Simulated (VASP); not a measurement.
# ReSbN (P4/nmm) in VASP: a series of runs

ReSbN is run at these levels: PBE; tasks: single point.

All numbers are computed with VASP 6.6.1; they aren't measurements. Logs are shortened: lines on timing, memory, paths and dates and some standing lists are left out, and cuts for length are marked.

## Step 1: The cell of the first run

The structure is tetragonal, space group P4/nmm (No. 129). Conventional cell: a = 3.432 Å, b = 3.432 Å, c = 8.593 Å, α = 90.00°, β = 90.00°, γ = 90.00°. Within 2.7 Å of Re (site symmetry 4mm) lie 4 N at 2.03 Å. Within 4.0 Å of Sb (site symmetry 4mm) lie 5 Re at 3.01 to 3.95 Å and 4 N at 3.34 Å and 8 Sb at 3.43 to 3.75 Å. N (site symmetry -4m2) has 4 Re at 2.03 Å and 4 N at 2.43 Å within 2.7 Å.

## Step 2: Single point, PBE

The input, INCAR:

```
PREC     = Accurate       # precision mode
ENCUT    = 520            # plane-wave cutoff, eV
EDIFF    = 1E-6           # SCF threshold, eV
ISMEAR   = -1             # smearing method
SIGMA    = 0.1            # smearing width, eV
LREAL    = False          # projectors in reciprocal space
LASPH    = True           # aspherical terms in the spheres
NELM     = 80             # most SCF steps
ALGO     = Normal         # electronic algorithm
ISIF     = 2              # what is computed and relaxed
LWAVE    = False          # write WAVECAR
LCHARG   = False          # write CHGCAR
GGA      = PE             # functional
NBANDS   = 26             # bands
```

The input, KPOINTS:

```
Automatic mesh
0
Gamma
  6 6 3
```

The input, POSCAR:

```
ReSbN
1.0
    3.4321230000      0.0000000000      0.0000000000
    0.0000000000      3.4321230000      0.0000000000
    0.0000000000      0.0000000000      8.5926270000
Re Sb N
2 2 2
Direct
    0.0000000000      0.5000000000      0.8732410000
    0.5000000000      0.0000000000      0.1267590000
    0.0000000000      0.5000000000      0.3334580000
    0.5000000000      0.0000000000      0.6665420000
    0.0000000000      0.0000000000      0.0000000000
    0.5000000000      0.5000000000      0.0000000000
```

Potentials or basis: VASP PAW PBE potentials, release 64 (Re, Sb, N).

The run is started by

```sh
> cat potpaw_PBE.64/Re/POTCAR potpaw_PBE.64/Sb/POTCAR potpaw_PBE.64/N/POTCAR > POTCAR
> mpirun -np 1 vasp_std > vasp.out
```

OUTCAR:

```text
PREC = Accurate
   ENCUT = 520
   EDIFF = 1E-6
   ISMEAR = -1
   LREAL = False
   LASPH = True
   NELM = 80
   ISIF = 2
   GGA = PE

 ion  position               nearest neighbor table
   1  0.000  0.500  0.873-   5 2.03   6 2.03   5 2.03   6 2.03   4 3.01   4 3.01   4 3.01   4 3.01
                             2 3.26   2 3.26   2 3.26   2 3.26
   2  0.500  0.000  0.127-   5 2.03   6 2.03   6 2.03   5 2.03   3 3.01   3 3.01   3 3.01   3 3.01
                             1 3.26   1 3.26   1 3.26   1 3.26
   3  0.000  0.500  0.333-   2 3.01   2 3.01   2 3.01   2 3.01   4 3.75   4 3.75   4 3.75   4 3.75

   4  0.500  0.000  0.667-   1 3.01   1 3.01   1 3.01   1 3.01   3 3.75   3 3.75   3 3.75   3 3.75

   5  0.000  0.000  0.000-   1 2.03   2 2.03   1 2.03   2 2.03
   6  0.500  0.500  0.000-   1 2.03   2 2.03   2 2.03   1 2.03

  LATTYP: Found a simple tetragonal cell.
 ALAT       =     3.4321230000
 C/A-ratio  =     2.5035894693

  Lattice vectors:

 A1 = (   3.4321230000,   0.0000000000,   0.0000000000)
 A2 = (   0.0000000000,   3.4321230000,   0.0000000000)
 A3 = (   0.0000000000,   0.0000000000,   8.5926270000)

Analysis of symmetry for initial positions (statically):
=====================================================================
 Subroutine PRICEL returns:
 Original cell was already a primitive cell.

 Routine SETGRP: Setting up the symmetry group for a
 simple tetragonal supercell.

 Subroutine GETGRP returns: Found 16 space group operations
 (whereof  8 operations were pure point group operations)
 out of a pool of 16 trial point group operations.

The static configuration has the point symmetry D_2d.
 The point group associated with its full space group is D_4h.

Analysis of symmetry for dynamics (positions and initial velocities):
=====================================================================
 Subroutine PRICEL returns:
 Original cell was already a primitive cell.

 Routine SETGRP: Setting up the symmetry group for a
 simple tetragonal supercell.

 Subroutine GETGRP returns: Found 16 space group operations
 (whereof  8 operations were pure point group operations)
 out of a pool of 16 trial point group operations.

The dynamic configuration has the point symmetry D_2d.
 The point group associated with its full space group is D_4h.

 Subroutine INISYM returns: Found 16 space group operations
 (whereof  8 operations are pure point group operations),
 and found     1 'primitive' translations

----------------------------------------------------------------------------------------

                                     Primitive cell

  volume of cell :     101.2166

  direct lattice vectors                    reciprocal lattice vectors
     3.432123000  0.000000000  0.000000000     0.291364849  0.000000000  0.000000000
     0.000000000  3.432123000  0.000000000     0.000000000  0.291364849  0.000000000
     0.000000000  0.000000000  8.592627000     0.000000000  0.000000000  0.116378844

  length of vectors
     3.432123000  3.432123000  8.592627000     0.291364849  0.291364849  0.116378844

  position of ions in fractional coordinates (direct lattice)
     0.000000000  0.500000000  0.873241000
     0.500000000  0.000000000  0.126759000
     0.000000000  0.500000000  0.333458000
     0.500000000  0.000000000  0.666542000
     0.000000000  0.000000000  0.000000000
     0.500000000  0.500000000  0.000000000

  ion indices of the primitive-cell ions
   primitive index   ion index
                 1           1
                 2           2
                 3           3
                 4           4
                 5           5
                 6           6

----------------------------------------------------------------------------------------

 KPOINTS: Automatic mesh

Automatic generation of k-mesh.
 Grid dimensions read from file:
 generate k-points for:    6    6    3

 Generating k-lattice:

  Cartesian coordinates                     Fractional coordinates (reciprocal lattice)
     0.048560808  0.000000000  0.000000000     0.166666667  0.000000000  0.000000000
     0.000000000  0.048560808  0.000000000     0.000000000  0.166666667  0.000000000
     0.000000000  0.000000000  0.038792948     0.000000000  0.000000000  0.333333333

  Length of vectors
     0.048560808  0.048560808  0.038792948

  Shift w.r.t. Gamma in fractional coordinates (k-lattice)
     0.000000000  0.000000000  0.000000000

 Subroutine IBZKPT returns following result:
 ===========================================

 Found     20 irreducible k-points:

 Following reciprocal coordinates:
            Coordinates               Weight
  0.000000  0.000000  0.000000      1.000000
  0.166667  0.000000  0.000000      4.000000
  0.333333  0.000000  0.000000      4.000000
  0.500000  0.000000  0.000000      2.000000
  0.166667  0.166667  0.000000      4.000000
  0.333333  0.166667  0.000000      8.000000
[... 12 lines left out ...]
  0.500000  0.333333  0.333333      8.000000
  0.500000  0.500000  0.333333      2.000000
   k-points           NKPTS =     20   k-points in BZ     NKDIM =     20   number of bands    NBANDS=     26
   number of dos      NEDOS =    301   number of ions     NIONS =      6
   total plane-waves  NPLWV =  50176
   dimension x,y,z NGX =    28 NGY =   28 NGZ =   64
   dimension x,y,z NGXF=    56 NGYF=   56 NGZF=  128
   ions per type =               2   2   2
   NGX,Y,Z   is equivalent  to a cutoff of  13.56, 13.56, 12.38 a.u.
   NGXF,Y,Z  is equivalent  to a cutoff of  27.13, 27.13, 24.76 a.u.
 SYSTEM =  unknown system
   PREC   = accura    normal or accurate (medium, high low for compatibility)
   ISTART =      0    job   : 0-new  1-cont  2-samecut
   ICHARG =      2    charge: 1-file 2-atom 10-const
   ISPIN  =      1    spin polarized calculation?
   LNONCOLLINEAR =      F non collinear calculations
   LSORBIT =      F    spin-orbit coupling
   LASPH  =      T    aspherical Exc in radial PAW
   ENCUT  =  520.0 eV  38.22 Ry    6.18 a.u.   6.38  6.38 15.98*2*pi/ulx,y,z
   NELM   =     80;   NELMIN=  2; NELMDL= -5     # of ELM steps
   EDIFF  = 0.1E-05   stopping-criterion for ELM
   LREAL  =      F    real-space projection
   EDIFFG = 0.1E-04   stopping-criterion for IOM
   NSW    =      0    number of steps for IOM
   IBRION =     -1    ionic relax: 0-MD 1-quasi-New 2-CG
   NFREE  =      0    steps in history (QN), initial steepest desc. (CG)
   ISIF   =      2    stress and relaxation
   ISYM   =      2    0-nonsym 1-usesym 2-fastsym
   POTIM  = 0.5000    time-step for ionic-motion
   TEBEG  =    0.0;   TEEND  =   0.0 temperature during run
   PSTRESS=    0.0 pullay stress
   NELECT =      34.0000    total number of electrons
   NUPDOWN=      -1.0000    fix difference up-down
   EMIN   =  10.00;   EMAX   =-10.00  energy-range for DOS
   EFERMI =   0.00;   METHOD = LEGACY
   ISMEAR =    -1;   SIGMA  =   0.10  broadening in eV -4-tet -1-fermi 0-gaus
   EFERMI_NEDOS =   21; number of points for ismear=-14 and -15
   IALGO  =     38    algorithm
   IMIX   =      4    mixing-type and parameters
     AMIX     =   0.40;   BMIX     =  1.00
     AMIX_MAG =   1.60;   BMIX_MAG =  1.00
  volume/ion in A,a.u.               =      16.87       113.84
  Fermi-wavevector in a.u.,A,eV,Ry     =   1.138022  2.150549 17.620819  1.295094
  Thomas-Fermi vector in A             =   2.274727
   LORBIT       =      0    0 simple, 1 ext, 2 COOP (PROOUT), +10 PAW based schemes
   GGA     = PE    functional components
   LHFCALC =     F    Hartree Fock is set to
   AEXX    =    0.0000 exact exchange contribution
   IVDW    =     0    specifies the selected vdW correction
   LEPSILON=     F    determine dielectric tensor
   LRPA    =     F    only Hartree local field effects (RPA)
 non-spin polarized calculation
  energy-cutoff  :      520.00
  volume of cell :      101.22
 maximum number of plane-waves:      2744
 NGX is ok and might be reduce to    28
   NGX = 13   NGY = 13   NGZ = 31

 number of electron      33.9999997 magnetization

 Free energy of the ion-electron system (eV)
  ---------------------------------------------------
  ext. energy  EPLUGINS =         0.00000000
  ---------------------------------------------------
  free energy    TOTEN  =       -47.52324246 eV

  energy without entropy =      -47.45168503  energy(sigma->0) =      -47.48746375

 E-fermi :   7.5605     XC(G=0): -11.3110

 val. band max:        7.4949680771   @ k =   0.3333   0.0000   0.3333
 cond. band min:       7.6513895693   @ k =   0.5000   0.0000   0.3333
 fundamental gap:      0.1564214922
 Fermi energy:         7.5605244663

 k-point     1 :       0.0000    0.0000    0.0000
  band No.  band energies     occupation
      1     -10.0805      2.00000
      2      -7.1492      2.00000
      3      -3.3828      2.00000
      4      -3.2689      2.00000
      5      -0.1057      2.00000
      6      -0.1057      2.00000
[... 18 lines left out ...]
     25      12.5058      0.00000
     26      12.5622      0.00000

 k-point     2 :       0.1667    0.0000    0.0000
  band No.  band energies     occupation
      1      -9.8545      2.00000
      2      -7.3108      2.00000
      3      -3.1336      2.00000
      4      -2.9327      2.00000
      5      -0.0005      2.00000
      6       0.0360      2.00000
[... 18 lines left out ...]
     25      12.4420      0.00000
     26      12.5692      0.00000

 k-point     3 :       0.3333    0.0000    0.0000
  band No.  band energies     occupation
      1      -9.2641      2.00000
      2      -7.7997      2.00000
      3      -2.4258      2.00000
      4      -2.0472      2.00000
      5       0.3918      2.00000
      6       0.4577      2.00000
[... 18 lines left out ...]
     25      11.9489      0.00000
     26      12.7642      0.00000

 k-point     4 :       0.5000    0.0000    0.0000
  band No.  band energies     occupation
      1      -8.5108      2.00000
      2      -8.5108      2.00000
      3      -1.6426      2.00000
      4      -1.6426      2.00000
      5       0.7335      2.00000
      6       0.7335      2.00000
[... 18 lines left out ...]
     25      12.0708      0.00000
     26      12.0753      0.00000

 k-point     5 :       0.1667    0.1667    0.0000
  band No.  band energies     occupation
      1      -9.6384      2.00000
      2      -7.4118      2.00000
      3      -2.8913      2.00000
      4      -2.6169      2.00000
      5      -0.3072      2.00000
      6       0.7037      2.00000
[... 18 lines left out ...]
     25      11.8180      0.00000
     26      12.4182      0.00000

 k-point     6 :       0.3333    0.1667    0.0000
  band No.  band energies     occupation
      1      -9.0800      2.00000
      2      -7.7776      2.00000
      3      -2.2134      2.00000
      4      -1.7606      2.00000
      5      -0.2801      2.00000
      6       1.0302      2.00000
[... 311 lines left out ...]
 k-point    17 :       0.5000    0.1667    0.3333
  band No.  band energies     occupation
      1      -8.3881      2.00000
      2      -8.3881      2.00000
      3      -1.4385      2.00000
      4      -1.4385      2.00000
      5       0.3162      2.00000
      6       0.3162      2.00000
[... 18 lines left out ...]
     25      11.4781      0.00000
     26      11.4802      0.00000

 k-point    18 :       0.3333    0.3333    0.3333
  band No.  band energies     occupation
      1      -8.6285      2.00000
      2      -7.8388      2.00000
      3      -1.5928      2.00000
      4      -1.2804      2.00000
      5      -0.7643      2.00000
      6       0.8995      2.00000
[... 18 lines left out ...]
     25      11.4405      0.00000
     26      11.9580      0.00000

 k-point    19 :       0.5000    0.3333    0.3333
  band No.  band energies     occupation
      1      -8.1423      2.00000
      2      -8.1423      2.00000
      3      -1.2964      2.00000
      4      -1.2964      2.00000
      5       0.1271      2.00000
      6       0.1271      2.00000
[... 18 lines left out ...]
     25      11.2841      0.00000
     26      11.3055      0.00000

 k-point    20 :       0.5000    0.5000    0.3333
  band No.  band energies     occupation
      1      -8.0192      2.00000
      2      -8.0192      2.00000
      3      -1.4528      2.00000
      4      -1.4528      2.00000
      5       0.7055      2.00000
      6       0.7055      2.00000
[... 18 lines left out ...]
     25      11.4154      0.00000
     26      11.4443      0.00000

------------------------ aborting loop because EDIFF is reached ----------------------------------------

  FORCE on cell =-STRESS in cart. coord.  units (eV):
  Direction    XX          YY          ZZ          XY          YZ          ZX
  --------------------------------------------------------------------------------------
  -------------------------------------------------------------------------------------
  Total        0.1312257      0.1312257     -0.1906442      0.0000000     -0.0000000      0.0000000
  in kB        2.0771984      2.0771984     -3.0177444      0.0000000     -0.0000000      0.0000000
  external PRESSURE =       0.3788841 kB  Pullay stress =       0.0000000 kB

 VOLUME and BASIS-vectors are now :
 -----------------------------------------------------------------------------
  energy-cutoff  :      520.00
  volume of cell :      101.22
      direct lattice vectors                 reciprocal lattice vectors
     3.432123000  0.000000000  0.000000000     0.291364849  0.000000000  0.000000000
     0.000000000  3.432123000  0.000000000     0.000000000  0.291364849  0.000000000
     0.000000000  0.000000000  8.592627000     0.000000000  0.000000000  0.116378844

 POSITION                                       TOTAL-FORCE (eV/Angst)
 -----------------------------------------------------------------------------------
      0.00000      1.71606      7.50343         0.000000     -0.000000      0.097957
      1.71606      0.00000      1.08919         0.000000      0.000000     -0.097957
      0.00000      1.71606      2.86528         0.000000      0.000000      0.006532
      1.71606      0.00000      5.72735         0.000000      0.000000     -0.006532
      0.00000      0.00000      0.00000         0.000000      0.000000      0.000000
      1.71606      1.71606      0.00000         0.000000     -0.000000      0.000000
 -----------------------------------------------------------------------------------
    total drift:                                0.000000      0.000000      0.000000

  FREE ENERGIE OF THE ION-ELECTRON SYSTEM (eV)
  ---------------------------------------------------
  free  energy   TOTEN  =       -47.5232424609 eV

  energy  without entropy=      -47.4516850349  energy(sigma->0) =      -47.48746375
```

Run time: 1.9 min. Hardware: 1 thread of Intel Xeon 8259CL, shared host; peak memory 0.24 GiB.

What came out:

```
Free energy            : -47.5232 eV
Pressure               : 0.0 GPa
Largest force          : 0.098 eV/Å
Band gap on the k mesh : zero (bands 17 and 18 overlap by 1.90 eV)
```

Forces on the atoms (eV/Å):
```
Re   0.000  0.000  0.098
Re   0.000  0.000 -0.098
Sb   0.000  0.000  0.007
Sb   0.000  0.000 -0.007
N    0.000  0.000  0.000
N    0.000  0.000  0.000
```

Levels at points of the mesh, in eV from the Fermi level:
```csv
k point,band 15,band 16,band 17,band 18,band 19,band 20
"(0.00, 0.00, 0.00)",0.17,0.41,0.41,1.05,1.60,1.64
"(0.50, 0.00, 0.00)",-1.08,-1.08,0.22,0.22,2.23,2.23
"(0.50, 0.50, 0.00)",-1.64,-1.64,-0.43,-0.43,1.15,1.15
```

Caveat: spin-orbit coupling is left out, which moves the levels of the heavy elements; this functional lacks dispersion, which binds layers or chains, so the pressure and a relaxed spacing across them are unreliable.

## Step 3: Single point, PBE

The input, INCAR:

```
SYSTEM = ReSbN
PREC = Accurate ; ENCUT = 520
EDIFF = 1E-6 ; ISMEAR = -1
SIGMA = 0.1 ; LREAL = .False.
LASPH = .True. ; NELM = 60
ALGO = Normal ; ISIF = 2
LWAVE = .False. ; LCHARG = .False.
GGA = PE ; NBANDS = 26
```

The input, KPOINTS:

```
regular mesh
0
Gamma
  7 7 3
  0 0 0
```

POSCAR is that of step 2.

Potentials or basis: VASP PAW PBE potentials, release 64 (Re, Sb, N).

The run is started by

```sh
> cat potpaw_PBE.64/Re/POTCAR potpaw_PBE.64/Sb/POTCAR potpaw_PBE.64/N/POTCAR > POTCAR
> mpirun -np 1 vasp_std > vasp.out
```

Run time: 95 s. Hardware: 1 thread of Intel Xeon 8259CL, shared host; peak memory 0.24 GiB.

Results (log left out):

```
Free energy            : -47.5312 eV
Pressure               : 0.1 GPa
Largest force          : 0.127 eV/Å
Band gap on the k mesh : zero (bands 17 and 18 overlap by 1.67 eV)
```

Forces on the atoms (eV/Å):
```
Re   0.000  0.000 -0.127
Re   0.000  0.000  0.127
Sb   0.000  0.000 -0.040
Sb   0.000  0.000  0.040
N    0.000  0.000  0.000
N    0.000  0.000  0.000
```

Stress tensor (GPa, compression positive):
```
-0.12  0.00  0.00
 0.00 -0.12  0.00
 0.00  0.00  0.49
```

Levels at points of the mesh, in eV from the Fermi level:
```
           k point  band 15  band 16  band 17  band 18  band 19  band 20
(0.00, 0.00, 0.00)     0.16     0.40     0.40     1.04     1.58     1.62
```

Caveat: spin-orbit coupling is left out, which moves the levels of the heavy elements; this functional lacks dispersion, which binds layers or chains, so the pressure and a relaxed spacing across them are unreliable.

The gap in the log of VASP goes by the Fermi energy; the results here count the filled bands.